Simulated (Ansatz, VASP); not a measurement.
## One calculation of BN, two programs

File INCAR:

```
SYSTEM = BN
ALGO = Normal ; EDIFF = 1E-6
ENCUT = 520 ; GGA = CA
ISIF = 2 ; ISMEAR = 0
LASPH = .TRUE. ; LCHARG = .FALSE.
LREAL = .FALSE. ; LWAVE = .FALSE.
NBANDS = 16 ; NELM = 80
PREC = Accurate ; SIGMA = 0.05
```

File KPOINTS:

```
k-points
0
G
  12 12 6
  0 0 0
```

POSCAR

```
BN
1.0
    2.5539396017      0.0031924245      0.0000000000
   -1.2742050802      2.2101803625      0.0000000000
    0.0000000000      0.0000000000      4.2268550000
B N
2 2
Direct
    0.6666666667      0.3333333333      0.9997240000
    0.3333333333      0.6666666667      0.4997240000
    0.6666666667      0.3333333333      0.6252760000
    0.3333333333      0.6666666667      0.1252760000
```

Input for Ansatz:

```yaml
crystal:
  lattice:
    - [2.5539396017, 0.0031924245, 0.0]
    - [-1.2742050802, 2.2101803625, 0.0]
    - [0.0, 0.0, 4.226855]
  atoms:
    - { symbol: B, position: [0.6666666667, 0.3333333333, 0.999724] }
    - { symbol: B, position: [0.3333333333, 0.6666666667, 0.499724] }
    - { symbol: "N", position: [0.6666666667, 0.3333333333, 0.625276] }
    - { symbol: "N", position: [0.3333333333, 0.6666666667, 0.125276] }
basis:
  ecutwfc: 420
kpoints:
  mp_grid: { grid: [12, 12, 6] }
hamiltonian:
  xc: lda
scf:
  occupations: { method: gaussian, width: 0.05 }
output:
  forces: true
  stress: true
  eigenvalues: true
```

Change from the starting cell: strain +0.0025 x Voigt [0, 0, 0, 0, 0, 1], atoms carried along.

Alike in both runs: task single point; functional LDA; k mesh 12 × 12 × 6; occupations gaussian, width 0.05 eV; no spin polarisation.

|  | VASP | Ansatz |
| --- | --- | --- |
| version | VASP 6.6.1 | Ansatz 0.2.0 |
| potentials or method | VASP PAW LDA potentials, release 64 (B, N), cutoff 520 eV | scalar-relativistic, plane waves, PAW |
| valence electrons in the cell | 16 | 16 |

|  | VASP | Ansatz | Ansatz less VASP |
| --- | --- | --- | --- |
| gap on the k mesh at the Fermi level (eV) | 4.96 | 4.98 | +0.025 |
| least direct gap on the mesh (eV) | 8.10 | 8.11 | +0.011 |
| pressure (GPa) | -12.9 | -13.7 | -0.83 |
| traceless stress, the component that is largest in VASP (GPa) | -1.01 | -1.01 | +0.006 |
| rms of the force components (eV/Å) | 0.013 | 0.014 | +0.0010 |

LDA's correlation is that of Perdew and Zunger in VASP and of Perdew and Wang (1992) in Ansatz. Atom by atom the forces differ by 0.001 eV/Å (rms over components).
